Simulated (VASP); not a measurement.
**Mg3TlF: relaxation of cell and atoms with PBE**

The system is Mg3TlF.

```xyz
5
Lattice="4.6187 0.0000 0.0000 0.0000 4.6187 0.0000 0.0000 0.0000 4.6187" Properties=species:S:1:pos:R:3 pbc="T T T"
Mg    0.0000    2.3093    2.3093
Mg    2.3093    0.0000    2.3093
Mg    2.3093    2.3093    0.0000
Tl    0.0000    0.0000    0.0000
F     2.3093    2.3093    2.3093
```

The cell was built from a structure type or drawn by symmetry, and may not be a known phase.

| Quantity | Value |
| --- | --- |
| Program | VASP 6.6.1 |
| Task | relaxation of cell and atoms |
| Functional | PBE |
| Potentials or basis | VASP PAW PBE potentials, release 64 (Mg, Tl_d, F) |
| Cutoff | 600 eV |
| k mesh | 8 × 8 × 8 |
| Occupations | gaussian, width 0.1 eV |
| Spin | no spin polarisation |
| Dipole correction | no |
| Further INCAR settings | ALGO = Fast; EDIFF = 1e-07; IBRION = 2; EDIFFG = -0.01; NSW = 100; ISIF = 3 |

```
Relaxed volume                        : 19.53 Å³/atom
Relaxed cell                          : a = 4.605 Å, b = 4.605 Å, c = 4.605 Å, α = 90.00°, β = 90.00°, γ = 90.00°
Space group after relaxing (to 0.1 Å) : Pm-3m (No. 221)
Energy gained by relaxing             : 0.2 meV/atom
Ionic steps                           : 3
Pressure after relaxing               : 0.0 GPa
Band gap on the k mesh                : zero (bands 13 and 14 overlap by 1.47 eV)
```

The path:
```csv
step,energy change (eV),largest force (eV/Å),pressure (GPa),volume (Å³)
1,0.0000,0.0000,-0.36,98.53
2,-0.0009,0.0000,-0.10,97.90
3,-0.0010,0.0000,-0.01,97.67
```

Final structure:
```xyz
5
Lattice="4.6052 0.0000 0.0000 0.0000 4.6052 0.0000 0.0000 0.0000 4.6052" Properties=species:S:1:pos:R:3 pbc="T T T"
Mg    0.0000    2.3026    2.3026
Mg    2.3026    0.0000    2.3026
Mg    2.3026    2.3026    0.0000
Tl    0.0000    0.0000    0.0000
F     2.3026    2.3026    2.3026
```

Levels at points of the mesh, in eV from the Fermi level:
| k point | band 10 | band 11 | band 12 | band 13 | band 14 | band 15 | band 16 | band 17 |
| --- | --- | --- | --- | --- | --- | --- | --- | --- |
| (0.00, 0.00, 0.00) | -8.38 | -0.34 | -0.34 | -0.34 | -0.08 | 0.70 | 0.70 | 5.76 |
| (0.50, 0.00, 0.00) | -6.84 | -4.75 | 0.17 | 0.17 | 1.49 | 2.23 | 2.28 | 2.87 |
| (0.50, 0.50, 0.00) | -6.70 | -3.09 | -3.09 | -1.55 | 1.59 | 2.40 | 2.93 | 2.93 |
| (0.50, 0.50, 0.50) | -5.96 | -2.65 | -2.65 | -2.65 | 0.10 | 0.10 | 0.10 | 1.26 |

Run time: 63 s on 1 thread of Intel(R) Xeon(R) 6975P-C (Granite Rapids), on a shared host, peak memory 0.3 GiB.

Caveat: spin-orbit coupling is left out, which moves the levels of the heavy elements.
